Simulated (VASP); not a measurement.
# Sn (Im-3m) in VASP: single point with LDA

Aim: the single point of Sn with LDA.

All numbers are computed with VASP 6.6.1; they aren't measurements. Logs are shortened: lines on timing, memory, paths and dates and some standing lists are left out, and cuts for length are marked.

## Step 1: The cell of the first run

Symmetry: Im-3m, No. 229, cubic system. Conventional cell: a = 3.789 Å, b = 3.789 Å, c = 3.789 Å, α = 90.00°, β = 90.00°, γ = 90.00°. Within 4.3 Å of Sn (site symmetry m-3m) lie 14 Sn at 3.28 to 3.79 Å.

This isn't the form of Sn at room conditions, which is tetragonal (white tin).

## Step 2: Single point, LDA

File INCAR:

```
PREC     = Accurate       # precision mode
ENCUT    = 500            # plane-wave cutoff, eV
EDIFF    = 1E-6           # SCF threshold, eV
ISMEAR   = -1             # smearing method
SIGMA    = 0.1            # smearing width, eV
LREAL    = False          # projectors in reciprocal space
LASPH    = True           # aspherical terms in the spheres
NELM     = 120            # most SCF steps
ALGO     = Normal         # electronic algorithm
ISIF     = 2              # what is computed and relaxed
LWAVE    = False          # write WAVECAR
LCHARG   = True           # write CHGCAR
LELF     = True           # ELF
LVHAR    = True         
NBANDS   = 96             # bands
GGA_COMPAT= False
```

File KPOINTS:

```
Automatic mesh
0
Gamma
  2 3 3
```

File POSCAR:

```
Sn
1.0
   -5.6839560000      5.6839560000      5.6839560000
    3.7893040000     -3.7893040000      3.7893040000
    3.7893040000      3.7893040000     -3.7893040000
Sn
12
Direct
    0.0000000000      0.0000000000      0.0000000000
    0.0000000000      0.0000000000      0.5000000000
    0.0000000000      0.5000000000      0.0000000000
    0.0000000000      0.5000000000      0.5000000000
    0.3333333333      0.0000000000      0.0000000000
    0.3333333333      0.0000000000      0.5000000000
    0.3333333333      0.5000000000      0.0000000000
    0.3333333333      0.5000000000      0.5000000000
    0.6666666667      0.0000000000      0.0000000000
    0.6666666667      0.0000000000      0.5000000000
    0.6666666667      0.5000000000      0.0000000000
    0.6666666667      0.5000000000      0.5000000000
```

Potentials or basis: VASP PAW LDA potentials, release 64 (Sn_d).

Started as:

```
$ cat potpaw_LDA.64/Sn_d/POTCAR > POTCAR
$ mpirun -np 1 vasp_std > vasp.out
```

OUTCAR:

```text
PREC = Accurate
   ENCUT = 500
   EDIFF = 1E-6
   ISMEAR = -1
   LREAL = False
   LASPH = True
   NELM = 120
   ISIF = 2

 ion  position               nearest neighbor table
   1  0.000  0.000  0.000-   5 3.28   9 3.28   8 3.28  12 3.28   2 3.28   2 3.28   3 3.28   3 3.28

   2  0.000  0.000  0.500-   6 3.28  10 3.28   7 3.28  11 3.28   1 3.28   1 3.28   4 3.28   4 3.28

   3  0.000  0.500  0.000-   7 3.28  11 3.28   6 3.28  10 3.28   1 3.28   4 3.28   1 3.28   4 3.28

   4  0.000  0.500  0.500-   8 3.28  12 3.28   5 3.28   9 3.28   2 3.28   3 3.28   2 3.28   3 3.28

   5  0.333  0.000  0.000-   1 3.28   4 3.28   7 3.28   6 3.28   7 3.28   6 3.28  12 3.28   9 3.28

   6  0.333  0.000  0.500-   2 3.28   3 3.28   8 3.28   5 3.28   8 3.28   5 3.28  11 3.28  10 3.28

   7  0.333  0.500  0.000-   3 3.28   2 3.28   8 3.28   8 3.28   5 3.28   5 3.28  10 3.28  11 3.28

   8  0.333  0.500  0.500-   4 3.28   1 3.28   7 3.28   7 3.28   6 3.28   6 3.28   9 3.28  12 3.28

   9  0.667  0.000  0.000-   1 3.28   4 3.28  10 3.28  11 3.28  10 3.28  11 3.28   8 3.28   5 3.28

  10  0.667  0.000  0.500-   2 3.28   3 3.28   9 3.28  12 3.28   9 3.28  12 3.28   7 3.28   6 3.28

  11  0.667  0.500  0.000-   3 3.28   2 3.28   9 3.28  12 3.28  12 3.28   9 3.28   6 3.28   7 3.28

  12  0.667  0.500  0.500-   4 3.28   1 3.28  10 3.28  11 3.28  11 3.28  10 3.28   5 3.28   8 3.28

  LATTYP: Found a base centered monoclinic cell.
 ALAT       =     7.5786080000
 B/A-ratio  =     1.4142135624
 C/A-ratio  =     1.0897247359
 COS(beta)  =    -0.2294157339

  Lattice vectors:

 A1 = (  -3.7893040000,   3.7893040000,  -3.7893040000)
 A2 = (  -3.7893040000,  -3.7893040000,   3.7893040000)
 A3 = (   1.8946520000,   5.6839560000,   5.6839560000)

Analysis of symmetry for initial positions (statically):
=====================================================================
 Subroutine PRICEL returns following result:

  LATTYP: Found a body centered cubic cell.
 ALAT       =     3.7893040000

  Lattice vectors:

 A1 = (  -1.8946519998,   1.8946519998,   1.8946519998)
 A2 = (   1.8946520000,  -1.8946520000,   1.8946520000)
 A3 = (   1.8946520000,   1.8946520000,  -1.8946520000)

  12 primitive cells build up your supercell.

 Routine SETGRP: Setting up the symmetry group for a
 base centered monoclinic supercell.

 Subroutine GETGRP returns: Found  4 space group operations
 (whereof  4 operations were pure point group operations)
 out of a pool of  4 trial point group operations.

The static configuration has the point symmetry C_2h.

Analysis of symmetry for dynamics (positions and initial velocities):
=====================================================================
 Subroutine PRICEL returns following result:

  LATTYP: Found a body centered cubic cell.
 ALAT       =     3.7893040000

  Lattice vectors:

 A1 = (  -1.8946519998,   1.8946519998,   1.8946519998)
 A2 = (   1.8946520000,  -1.8946520000,   1.8946520000)
 A3 = (   1.8946520000,   1.8946520000,  -1.8946520000)

  12 primitive cells build up your supercell.

 Routine SETGRP: Setting up the symmetry group for a
 base centered monoclinic supercell.

 Subroutine GETGRP returns: Found  4 space group operations
 (whereof  4 operations were pure point group operations)
 out of a pool of  4 trial point group operations.

The dynamic configuration has the point symmetry C_2h.

 Subroutine INISYM returns: Found  4 space group operations
 (whereof  4 operations are pure point group operations),
 and found    12 'primitive' translations

----------------------------------------------------------------------------------------

                                     Primitive cell

  volume of cell :      27.2050

  direct lattice vectors                    reciprocal lattice vectors
    -1.894652000  1.894652000  1.894652000     0.000000000  0.263900706  0.263900706
     1.894652000 -1.894652000  1.894652000     0.263900706  0.000000000  0.263900706
     1.894652000  1.894652000 -1.894652000     0.263900706  0.263900706  0.000000000

  length of vectors
     3.281633526  3.281633527  3.281633527     0.373211957  0.373211957  0.373211957

  position of ions in fractional coordinates (direct lattice)
     0.000000000  0.000000000  0.000000000

  ion indices of the primitive-cell ions
   primitive index   ion index
                 1           1

----------------------------------------------------------------------------------------

 KPOINTS: Automatic mesh

Automatic generation of k-mesh.
 Grid dimensions read from file:
 generate k-points for:    2    3    3

 Generating k-lattice:

  Cartesian coordinates                     Fractional coordinates (reciprocal lattice)
     0.000000000  0.043983451  0.043983451     0.500000000  0.000000000  0.000000000
     0.043983451  0.000000000  0.043983451     0.000000000  0.333333333  0.000000000
     0.043983451  0.043983451  0.000000000     0.000000000  0.000000000  0.333333333

  Length of vectors
     0.062201993  0.062201993  0.062201993

  Shift w.r.t. Gamma in fractional coordinates (k-lattice)
     0.000000000  0.000000000  0.000000000

 -----------------------------------------------------------------------------
|                                                                             |
|           W    W    AA    RRRRR   N    N  II  N    N   GGGG   !!!           |
|           W    W   A  A   R    R  NN   N  II  NN   N  G    G  !!!           |
|           W    W  A    A  R    R  N N  N  II  N N  N  G       !!!           |
|           W WW W  AAAAAA  RRRRR   N  N N  II  N  N N  G  GGG   !            |
|           WW  WW  A    A  R   R   N   NN  II  N   NN  G    G                |
|           W    W  A    A  R    R  N    N  II  N    N   GGGG   !!!           |
|                                                                             |
|     Your reciprocal lattice and k-lattice belong to different lattice       |
|     classes:                                                                |
|                                                                             |
|        The reciprocal lattice is base-centered monoclinic,                  |
|        whereas your k-lattice is face-centered cubic.                       |
|                                                                             |
|     Results are often still useful ...                                      |
|                                                                             |
 -----------------------------------------------------------------------------

 Subroutine IBZKPT returns following result:
 ===========================================

 Found      8 irreducible k-points:

 Following reciprocal coordinates:
            Coordinates               Weight
  0.000000  0.000000  0.000000      1.000000
  0.500000  0.000000  0.000000      1.000000
  0.000000  0.333333  0.000000      4.000000
  0.500000  0.333333 -0.000000      4.000000
 -0.000000  0.333333  0.333333      2.000000
  0.500000  0.333333  0.333333      2.000000
  0.000000 -0.333333  0.333333      2.000000
  0.500000 -0.333333  0.333333      2.000000
   k-points           NKPTS =      8   k-points in BZ     NKDIM =      8   number of bands    NBANDS=     96
   number of dos      NEDOS =    301   number of ions     NIONS =     12
   total plane-waves  NPLWV = 165888
   dimension x,y,z NGX =    72 NGY =   48 NGZ =   48
   dimension x,y,z NGXF=   144 NGYF=   96 NGZF=   96
   ions per type =              12
   NGX,Y,Z   is equivalent  to a cutoff of  12.16, 12.16, 12.16 a.u.
   NGXF,Y,Z  is equivalent  to a cutoff of  24.32, 24.32, 24.32 a.u.
 SYSTEM =  unknown system
   PREC   = accura    normal or accurate (medium, high low for compatibility)
   ISTART =      0    job   : 0-new  1-cont  2-samecut
   ICHARG =      2    charge: 1-file 2-atom 10-const
   ISPIN  =      1    spin polarized calculation?
   LNONCOLLINEAR =      F non collinear calculations
   LSORBIT =      F    spin-orbit coupling
   LASPH  =      T    aspherical Exc in radial PAW
   ENCUT  =  500.0 eV  36.75 Ry    6.06 a.u.  17.95 11.97 11.97*2*pi/ulx,y,z
   NELM   =    120;   NELMIN=  2; NELMDL= -5     # of ELM steps
   EDIFF  = 0.1E-05   stopping-criterion for ELM
   LREAL  =      F    real-space projection
   EDIFFG = 0.1E-04   stopping-criterion for IOM
   NSW    =      0    number of steps for IOM
   IBRION =     -1    ionic relax: 0-MD 1-quasi-New 2-CG
   NFREE  =      0    steps in history (QN), initial steepest desc. (CG)
   ISIF   =      2    stress and relaxation
   ISYM   =      2    0-nonsym 1-usesym 2-fastsym
   POTIM  = 0.5000    time-step for ionic-motion
   TEBEG  =    0.0;   TEEND  =   0.0 temperature during run
   PSTRESS=    0.0 pullay stress
   NELECT =     168.0000    total number of electrons
   NUPDOWN=      -1.0000    fix difference up-down
   EMIN   =  10.00;   EMAX   =-10.00  energy-range for DOS
   EFERMI =   0.00;   METHOD = LEGACY
   ISMEAR =    -1;   SIGMA  =   0.10  broadening in eV -4-tet -1-fermi 0-gaus
   EFERMI_NEDOS =   21; number of points for ismear=-14 and -15
   IALGO  =     38    algorithm
   IMIX   =      4    mixing-type and parameters
     AMIX     =   0.40;   BMIX     =  1.00
     AMIX_MAG =   1.60;   BMIX_MAG =  1.00
  volume/ion in A,a.u.               =      27.20       183.59
  Fermi-wavevector in a.u.,A,eV,Ry     =   1.311902  2.479135 23.416808  1.721087
  Thomas-Fermi vector in A             =   2.442331
   LORBIT       =      0    0 simple, 1 ext, 2 COOP (PROOUT), +10 PAW based schemes
   GGA     = CA    functional components
   LHFCALC =     F    Hartree Fock is set to
   AEXX    =    0.0000 exact exchange contribution
   IVDW    =     0    specifies the selected vdW correction
   LEPSILON=     F    determine dielectric tensor
   LRPA    =     F    only Hartree local field effects (RPA)
 non-spin polarized calculation
  energy-cutoff  :      500.00
  volume of cell :      326.46
 maximum number of plane-waves:      8328
 NGX is ok and might be reduce to    72
   NGX = 35   NGY = 23   NGZ = 23

 number of electron     167.9999955 magnetization

 Free energy of the ion-electron system (eV)
  ---------------------------------------------------
  ext. energy  EPLUGINS =         0.00000000
  ---------------------------------------------------
  free energy    TOTEN  =       -53.45585514 eV

  energy without entropy =      -53.36126100  energy(sigma->0) =      -53.40855807

 E-fermi :   7.8798     XC(G=0): -10.6005

 val. band max:        7.4017645923   @ k =  -0.0000   0.3333   0.3333
 cond. band min:       7.9823240619   @ k =   0.5000   0.3333  -0.0000
 fundamental gap:      0.5805594697
 Fermi energy:         7.8798196704

 k-point     1 :       0.0000    0.0000    0.0000
  band No.  band energies     occupation
      1     -13.6964      2.00000
      2     -13.6964      2.00000
      3     -13.6964      2.00000
      4     -13.6849      2.00000
      5     -13.6849      2.00000
      6     -13.6734      2.00000
[... 88 lines left out ...]
     95      12.0558      0.00000
     96      12.0989      0.00000

 k-point     2 :       0.5000    0.0000    0.0000
  band No.  band energies     occupation
      1     -13.6964      2.00000
      2     -13.6964      2.00000
      3     -13.6964      2.00000
      4     -13.6734      2.00000
      5     -13.6734      2.00000
      6     -13.6734      2.00000
[... 682 lines left out ...]
     95      10.4546      0.00000
     96      11.3764      0.00000

------------------------ aborting loop because EDIFF is reached ----------------------------------------

  FORCE on cell =-STRESS in cart. coord.  units (eV):
  Direction    XX          YY          ZZ          XY          YZ          ZX
  --------------------------------------------------------------------------------------
  -------------------------------------------------------------------------------------
  Total       -7.0744103     -7.0745350     -7.0745350      0.0000495      0.0001586      0.0000498
  in kB      -34.7193218    -34.7199337    -34.7199337      0.0002431      0.0007784      0.0002446
  external PRESSURE =     -34.7197298 kB  Pullay stress =       0.0000000 kB

 VOLUME and BASIS-vectors are now :
 -----------------------------------------------------------------------------
  energy-cutoff  :      500.00
  volume of cell :      326.46
      direct lattice vectors                 reciprocal lattice vectors
    -5.683956000  5.683956000  5.683956000     0.000000000  0.087966902  0.087966902
     3.789304000 -3.789304000  3.789304000     0.131950353  0.000000000  0.131950353
     3.789304000  3.789304000 -3.789304000     0.131950353  0.131950353  0.000000000

 POSITION                                       TOTAL-FORCE (eV/Angst)
 -----------------------------------------------------------------------------------
      0.00000      0.00000      0.00000        -0.000000      0.000000     -0.000000
      1.89465      1.89465     -1.89465        -0.000000      0.000000      0.000000
      1.89465     -1.89465      1.89465        -0.000000      0.000000      0.000000
      3.78930      0.00000      0.00000        -0.000000      0.000000     -0.000000
     -1.89465      1.89465      1.89465        -0.000000     -0.000000     -0.000000
      0.00000      3.78930     -0.00000        -0.000000     -0.000000     -0.000000
      0.00000     -0.00000      3.78930        -0.000000     -0.000000     -0.000000
      1.89465      1.89465      1.89465        -0.000000     -0.000000     -0.000000
     -3.78930      3.78930      3.78930         0.000000      0.000000      0.000000
     -1.89465      5.68396      1.89465         0.000000      0.000000     -0.000000
     -1.89465      1.89465      5.68396         0.000000      0.000000      0.000000
     -0.00000      3.78930      3.78930         0.000000      0.000000     -0.000000
 -----------------------------------------------------------------------------------
    total drift:                                0.000000     -0.000000      0.000000

  FREE ENERGIE OF THE ION-ELECTRON SYSTEM (eV)
  ---------------------------------------------------
  free  energy   TOTEN  =       -53.4558551407 eV

  energy  without entropy=      -53.3612609978  energy(sigma->0) =      -53.40855807
```

Run time: 2.5 min. Hardware: 1 thread of AMD EPYC 9R45 (Zen 5), shared host; peak memory 0.36 GiB.

What came out:

```
Free energy            : -53.4559 eV
Pressure               : -3.5 GPa
Band gap on the k mesh : zero (bands 84 and 85 overlap by 1.81 eV)
```

Levels at points of the mesh, in eV from the Fermi level:
| k point | band 82 | band 83 | band 84 | band 85 | band 86 | band 87 |
| --- | --- | --- | --- | --- | --- | --- |
| (0.00, 0.00, 0.00) | -1.08 | -1.08 | 0.10 | 0.10 | 0.99 | 0.99 |
| (0.50, 0.00, 0.00) | -0.57 | -0.57 | -0.57 | 0.99 | 0.99 | 0.99 |

Caveat: the k points lie up to 0.39 Å⁻¹ apart, too coarse for converged energies and pressures of a metal; spin-orbit coupling is left out, which moves the levels of the heavy elements.

The gap in the log of VASP goes by the Fermi energy; the results here count the filled bands.